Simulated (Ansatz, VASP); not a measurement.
# One calculation of CdSe, two programs

The input INCAR:

```
SYSTEM = CdSe
ALGO = Normal ; EDIFF = 1E-6
ENCUT = 520 ; GGA = PE
ISIF = 2 ; ISMEAR = 0
LASPH = .TRUE. ; LCHARG = .FALSE.
LREAL = .FALSE. ; LWAVE = .FALSE.
NBANDS = 16 ; NELM = 80
PREC = Accurate ; SIGMA = 0.05
```

Contents of KPOINTS:

```
k-points
0
G
  10 10 10
  0 0 0
```

POSCAR

```
CdSe
1.0
    0.0000000000      3.4082561409      3.0984146735
    3.0984146735      0.0000000000      3.0984146735
    3.0984146735      3.4082561409      0.0000000000
Cd Se
1 1
Direct
    0.0000000000      0.0000000000      0.0000000000
    0.7500000000      0.7500000000      0.7500000000
```

Input for Ansatz:

```yaml
crystal:
  lattice:
    - [0.0, 3.4082561409, 3.0984146735]
    - [3.0984146735, 0.0, 3.0984146735]
    - [3.0984146735, 3.4082561409, 0.0]
  atoms:
    - { symbol: Cd, position: [0.0, 0.0, 0.0] }
    - { symbol: Se, position: [0.75, 0.75, 0.75] }
basis:
  ecutwfc: 420
kpoints:
  mp_grid: { grid: [10, 10, 10] }
hamiltonian:
  xc: pbe
scf:
  occupations: { method: gaussian, width: 0.05 }
output:
  forces: true
  stress: true
  eigenvalues: true
```

Change from the starting cell: engineering shear strain xz +0.0000, normal strain along z +0.1000.

Alike in both runs: task single point; functional PBE; k mesh 10 × 10 × 10; occupations gaussian, width 0.05 eV; no spin polarisation.

```csv
,VASP,Ansatz
version,VASP 6.6.1,Ansatz 0.2.0
potentials or method,"VASP PAW PBE potentials, release 64 (Cd, Se), cutoff 520 eV","scalar-relativistic, plane waves, PAW"
valence electrons in the cell,18,36
```

Ansatz gave:

| Quantity | Value |
| --- | --- |
| gap on the k mesh at the Fermi level (eV) | 0.17 |
| least direct gap on the mesh (eV) | 0.17 |
| pressure (GPa) | -3.5 |
| traceless stress, the component that is largest in VASP (GPa) | -1.50 |

Question: What did VASP give for the same quantities?

Answer: gap on the k mesh at the Fermi level (eV): 0.16; least direct gap on the mesh (eV): 0.16; pressure (GPa): -3.4; traceless stress, the component that is largest in VASP (GPa): -1.48.

The functional is the same, so the differences come from potentials, cutoffs and numerics. VASP's potentials hold 18 valence electrons a cell and Ansatz's 36, so a difference there can come from the potentials and not from the codes.
